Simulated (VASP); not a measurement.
# SiC30 (a cell with a defect) in VASP: notebook, part 2 of 2

VASP 6.6.1.

## Step 4: Single point, PBE+D3(BJ) (atoms taken out, then relaxed in part)

Contents of INCAR:

```
SYSTEM = SiC30
PREC = Accurate
ENCUT = 520
EDIFF = 1E-6
ISMEAR = 0
SIGMA = 0.02
LREAL = Auto
LASPH = .True.
NELM = 80
ALGO = Normal
ISIF = 2
LWAVE = .False.
LCHARG = .False.
GGA = PE
IVDW = 12
NBANDS = 83
```

Contents of KPOINTS:

```
Automatic mesh
0
Gamma
  2 2 2
  0.5 0.5 0.5
```

Contents of POSCAR:

```
SiC30
1.0
    5.6709571555      0.0000000000     -3.4026574436
   -2.8677434780     -4.9298468454     -3.3594911955
   -2.8677434780      4.9298468454     -3.3594911955
Si C
1 30
Direct
    0.3759824788      0.1220067338      0.5010910189
    0.6777081004      0.8092418329      0.5509073313
    0.9259943015      0.5458681071      0.5509335096
    0.4049470440      0.2556334173      0.2634701668
    0.1866077420      0.3038857810      0.5777131850
    0.6824797840      0.0443919829      0.2931135608
    0.9255780827      0.7898951167      0.2979432797
    0.4107336412      0.5304582490      0.0358585045
    0.1705181419      0.5296191416      0.2954567558
    0.6684116300      0.2910043649      0.0363826806
    0.9177451987      0.0377661958      0.0427988327
    0.4025234024      0.7857990655      0.7792714271
    0.1622332245      0.7790580816      0.0399265289
    0.6655702387      0.5475033324      0.7905257699
    0.9155154600      0.2951272681      0.7976380632
    0.1551433480      0.0313504636      0.7946013253
    0.6138362873      0.9887226136      0.4723942558
    0.8417738878      0.7141138415      0.4668925198
    0.0983663661      0.4586962800      0.4750517351
    0.5844220742      0.2001418335      0.1950356855
    0.8414982031      0.9538452076      0.2095009340
    0.0872416583      0.6972044644      0.2122228310
    0.5798306913      0.4548228798      0.9521974991
    0.3266006929      0.4352531824      0.1998320483
    0.8352537822      0.2072287544      0.9603110476
    0.0803843422      0.9498108795      0.9625187014
    0.5821083664      0.7148587732      0.7070283620
    0.3267432935      0.6987435455      0.9517232514
    0.8379664649      0.4657338565      0.7156203032
    0.0832138019      0.2133465180      0.7226352179
    0.2996970056      0.9404968376      0.6910322696
```

Command:

```sh
cat potpaw_PBE.64/Si/POTCAR potpaw_PBE.64/C/POTCAR > POTCAR
mpirun -np 1 vasp_std > vasp.out
```

Run time: 4.5 min. Hardware: 1 thread of Intel Xeon 8259CL, shared host; peak memory 0.36 GiB.

The run converged. Its results:

* Free energy: -282.0685 eV
* Pressure: 1.1 GPa
* Largest force: 0.058 eV/Å
* Band gap on the k mesh: 0.52 eV
* Dispersion energy per atom: -0.160 eV

Forces on the atoms (eV/Å):
```
Si  -0.002 -0.003 -0.008
C    0.001  0.003 -0.001
C    0.009 -0.012  0.000
C   -0.035  0.045  0.009
C    0.040 -0.012 -0.011
C    0.009 -0.012 -0.003
C    0.003 -0.002 -0.003
C    0.002 -0.002 -0.003
C    0.003  0.000 -0.005
C   -0.008 -0.002  0.004
C   -0.005 -0.001  0.001
C    0.013 -0.004 -0.002
C   -0.001  0.000  0.002
C    0.002 -0.008  0.005
C   -0.002 -0.003  0.009
C   -0.018 -0.002  0.004
C   -0.039  0.004 -0.016
C   -0.004  0.006  0.000
C    0.000  0.001  0.007
C    0.027  0.002 -0.006
C    0.003  0.001  0.005
C    0.001 -0.003 -0.001
C    0.003  0.005  0.006
C   -0.002  0.007  0.004
C   -0.002  0.008  0.003
C   -0.006  0.008 -0.001
C   -0.003  0.002 -0.002
C    0.001  0.000 -0.002
C   -0.006  0.000  0.005
C   -0.004  0.013 -0.006
C    0.023 -0.041  0.009
```

Stress tensor (GPa, compression positive):
```
 7.55 -9.68 -0.15
-9.68 -3.56 -0.14
-0.15 -0.14 -0.60
```

Levels at points of the mesh, in eV from the valence-band top:
| k point | band 60 | band 61 | band 62 | band 63 | band 64 | band 65 |
| --- | --- | --- | --- | --- | --- | --- |
| (0.25, 0.25, 0.25) | -1.66 | -1.09 | -0.91 | 0.76 | 2.38 | 2.62 |

Caveat: the cell differs from its parent crystal (atoms taken out, then relaxed in part).

## Step 5: Single point, PBE+D3(BJ) (atoms taken out, then relaxed in part)

Contents of INCAR:

```
SYSTEM = SiC30
  PREC = Accurate
  ENCUT = 520
  EDIFF = 1E-7
  ISMEAR = 0
  SIGMA = 0.02
  LREAL = Auto
  LASPH = .True.
  NELM = 80
  ALGO = Normal
  ISIF = 2
  LWAVE = .False.
  LCHARG = .True.
  GGA = PE
  IVDW = 12
  LELF = .True.
  LVHAR = .True.
  NBANDS = 83
```

KPOINTS is that of step 4.

Contents of POSCAR:

```
SiC30
1.0
    5.6709571555      0.0000000000     -3.4026574436
   -2.8677434780     -4.9298468454     -3.3594911955
   -2.8677434780      4.9298468454     -3.3594911955
Si C
1 30
Direct
    0.3737635658      0.1275780040      0.4986204398
    0.6516158885      0.7912388202      0.5249153854
    0.9081772205      0.5358157067      0.5330580660
    0.4502670412      0.3094814193      0.3089814625
    0.1358720814      0.2610385095      0.5273520618
    0.6669106198      0.0367598676      0.2774608026
    0.9122159982      0.7844537761      0.2845685771
    0.4232504145      0.5512398518      0.0482637062
    0.1678699034      0.5351200975      0.2929706957
    0.6697318366      0.3003041821      0.0376102288
    0.9149878570      0.0430370732      0.0399300980
    0.4233041352      0.8146950792      0.8000500855
    0.1703135545      0.7952878855      0.0479363262
    0.6627033370      0.5528027633      0.7877557137
    0.9085067665      0.2962093642      0.7905185056
    0.1654327255      0.0497627529      0.8048497479
    0.5634309441      0.9460437189      0.4222180903
    0.8240685893      0.7041642272      0.4491119485
    0.0721727944      0.4406057906      0.4489763133
    0.5949062745      0.2187040384      0.2054823263
    0.8347375494      0.9551191638      0.2026126592
    0.0845718247      0.7026074949      0.2096259379
    0.5877755770      0.4709491392      0.9600993192
    0.3475148438      0.4642211245      0.2207836204
    0.8323949501      0.2123750482      0.9573356905
    0.0817632605      0.9591523226      0.9637796795
    0.5793415403      0.7202769209      0.7044357432
    0.3392396012      0.7195191843      0.9640856202
    0.8243532880      0.4600997751      0.7020187469
    0.0673531448      0.2055284345      0.7067490921
    0.3448241356      0.9941798620      0.7362147076
```

Command:

```sh
cat potpaw_PBE.64/Si/POTCAR potpaw_PBE.64/C/POTCAR > POTCAR
mpirun -np 1 vasp_std > vasp.out
```

Run time: 3.6 min. Hardware: 1 thread of Intel Xeon 8259CL, shared host; peak memory 0.36 GiB.

The run converged. Its results:

| Property | Result |
| --- | --- |
| Free energy | -282.0685 eV |
| Pressure | 1.1 GPa |
| Largest force | 0.060 eV/Å |
| Band gap on the k mesh | 0.52 eV |
| Dispersion energy per atom | -0.160 eV |

Forces on the atoms (eV/Å):
```
Si  -0.010 -0.013  0.000
C   -0.002  0.003  0.003
C    0.006 -0.013  0.000
C   -0.034  0.050 -0.005
C    0.040 -0.007  0.008
C    0.006 -0.010  0.006
C    0.013  0.000  0.001
C   -0.009  0.006 -0.002
C    0.010  0.003  0.001
C   -0.001 -0.012  0.005
C   -0.001 -0.001  0.000
C    0.004  0.003  0.002
C   -0.008 -0.008  0.003
C   -0.002  0.006  0.003
C   -0.010 -0.002 -0.002
C   -0.002 -0.002  0.004
C   -0.041  0.014  0.004
C    0.000 -0.003  0.001
C   -0.006 -0.010 -0.006
C    0.015  0.000  0.000
C    0.002  0.000  0.003
C    0.002 -0.011 -0.002
C    0.006 -0.002  0.000
C   -0.016 -0.010  0.003
C    0.000  0.002 -0.008
C   -0.001  0.007 -0.004
C    0.003 -0.002 -0.001
C    0.008  0.006 -0.001
C    0.000  0.009 -0.005
C    0.002  0.023 -0.002
C    0.026 -0.025 -0.009
```

Stress tensor (GPa, compression positive):
```
 7.58 -9.67 -0.16
-9.67 -3.57 -0.16
-0.16 -0.16 -0.60
```

Levels at points of the mesh, in eV from the valence-band top:
```tsv
k point	band 58	band 59	band 60	band 61	band 62	band 63	band 64	band 65	band 66	band 67
(0.25, 0.25, 0.25)	-1.90	-1.82	-1.66	-1.09	-0.92	0.76	2.38	2.62	2.69	3.29
```

Caveat: the cell differs from its parent crystal (atoms taken out, then relaxed in part).
